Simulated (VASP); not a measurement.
Wanted: the native input for a VASP 6.6.1 run.

```yaml
Task: single point
Functional: PBEsol
Potentials_or_basis: VASP PAW PBE potentials, release 64 (Al, Cu)
Cutoff: 520 eV
k_mesh: 16 × 16 × 16
Occupations: gaussian, width 0.15 eV
Spin: no spin polarisation
Dipole_correction: no
Further_INCAR_settings: ALGO = Fast; EDIFF = 1e-06; NBANDS = 14
```

The structure of AlCu lies in POSCAR:

```
AlCu
1.0
    2.9975090000      0.0000000000      0.0000000000
    0.0000000000      2.9975090000      0.0000000000
    0.0000000000      0.0000000000      2.9975090000
Al Cu
1 1
Direct
   -0.0625519390      0.0000000000      0.0000000000
    0.5000000000      0.5000000000      0.5000000000
```

This cell differs from its parent crystal: all Al atoms moved +0.188 Å, as atom 1 towards its neighbour atom 1 (Al) at 2.998 Å.

The input as run:

INCAR

```
SYSTEM = AlCu
ALGO = Fast
EDIFF = 1E-6
ENCUT = 520
GGA = PS
ISIF = 2
ISMEAR = 0
LASPH = .True.
LCHARG = .False.
LREAL = .False.
LWAVE = .False.
NBANDS = 14
NELM = 60
PREC = Accurate
SIGMA = 0.15
```

KPOINTS

```
k-points
0
Gamma
  16 16 16
  0 0 0
```

Potentials or basis: VASP PAW PBE potentials, release 64 (Al, Cu).

Run with:

```console
$ cat potpaw_PBE.64/Al/POTCAR potpaw_PBE.64/Cu/POTCAR > POTCAR
$ mpirun -np 1 vasp_std > vasp.out
```

It gave:

```json
{
  "Pressure": "-3.6 GPa",
  "Largest force": "0.698 eV/Å",
  "Band gap on the k mesh": "zero (band 7 reaches 12.78 eV, above the bottom of band 8 at 8.08 eV)"
}
```

Caveat: the cell differs from its parent crystal (all Al atoms moved +0.188 Å, as atom 1 towards its neighbour atom 1 (Al) at 2.998 Å); the PAW data sets were made with another functional, which shifts forces and pressure a little.

Wall time 75 s on 1 thread of Intel Xeon 6975P-C, on a shared host, peak memory 0.26 GiB.
